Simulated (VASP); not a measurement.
## Ru: single point with PBE

Crystal: Ru.

```xyz
2
Lattice="3.0679 0.0000 0.0000 0.0000 3.0679 0.0000 0.0000 0.0000 3.0679" Properties=species:S:1:pos:R:3 pbc="T T T"
Ru    0.0000    0.0000    0.0000
Ru    1.5340    1.5340    1.5340
```

This isn't the form of Ru at room conditions, which is hcp.

```
Program                : VASP 6.6.1
Task                   : single point
Functional             : PBE
Potentials or basis    : VASP PAW PBE potentials, release 64 (Ru_pv)
Cutoff                 : 500 eV
k mesh                 : 5 × 5 × 5
Occupations            : fermi-dirac, width 0.05 eV
Spin                   : collinear spin, antiferromagnetic start
Starting moments       : [3.0, -3.0] μB
Dipole correction      : no
Further INCAR settings : ALGO = Normal; EDIFF = 1e-06; NBANDS = 25
```

```
Pressure                                              : -3.8 GPa
Band gap on the k mesh                                : zero (filled and empty bands overlap)
Net moment                                            : 0.00 μB per cell
Valence electrons inside the program's atomic spheres : Ru 12.56
```

Levels at points of the mesh, in eV from the Fermi level:
Spin up:
| k point | band 12 | band 13 | band 14 | band 15 | band 16 | band 17 |
| --- | --- | --- | --- | --- | --- | --- |
| (0.00, 0.00, 0.00) | -2.68 | -0.09 | -0.09 | 1.71 | 1.71 | 1.71 |
Spin down:
| k point | band 12 | band 13 | band 14 | band 15 | band 16 | band 17 |
| --- | --- | --- | --- | --- | --- | --- |
| (0.00, 0.00, 0.00) | -2.68 | -0.09 | -0.09 | 1.71 | 1.71 | 1.71 |

Run time: 10 s on 1 thread of AMD EPYC 9R45 96-Core Processor (Zen 5) (shared host), peak memory 0.12 GiB.

Caveat: the k points lie up to 0.41 Å⁻¹ apart, too coarse for converged energies and pressures of a metal; an empty level that is flat over the whole mesh can mark a ghost state of the potentials, or a narrow d or f band.
